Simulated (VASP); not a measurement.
A run of VASP 6.6.1:

The input INCAR:

```
SYSTEM = Si2N
PREC = Accurate
ENCUT = 520
EDIFF = 1E-6
ISMEAR = 0
SIGMA = 0.1
LREAL = .FALSE.
LASPH = .TRUE.
NELM = 100
ALGO = Normal
ISIF = 2
LWAVE = .FALSE.
LCHARG = .TRUE.
GGA = PE
LELF = .TRUE.
LVHAR = .TRUE.
NBANDS = 14
```

KPOINTS

```
Automatic mesh
0
G
  6 6 6
  0 0 0
```

Contents of POSCAR:

```
Si2N
1.0
    0.0000000000      2.6912901645      2.6912901645
    2.6912901645      0.0000000000      2.6912901645
    2.6912901645      2.6912901645      0.0000000000
Si N
2 1
Direct
    0.2500000000      0.2500000000      0.2500000000
    0.7500000000      0.7500000000      0.7500000000
    0.0000000000      0.0000000000      0.0000000000
```

Potentials or basis: VASP PAW PBE potentials, release 64 (Si, N).

Launch:

```sh
$ cat potpaw_PBE.64/Si/POTCAR potpaw_PBE.64/N/POTCAR > POTCAR
$ mpirun -np 1 vasp_std > vasp.out
```

Hardware: 1 thread of Intel(R) Xeon(R) 6975P-C (Granite Rapids) (shared host).

Estimate the wall time of this run.

It took 5 s on 1 thread of Intel(R) Xeon(R) 6975P-C (Granite Rapids), on a shared host, peak memory 0.13 GiB. Counts: scf iterations 14, k points 16.
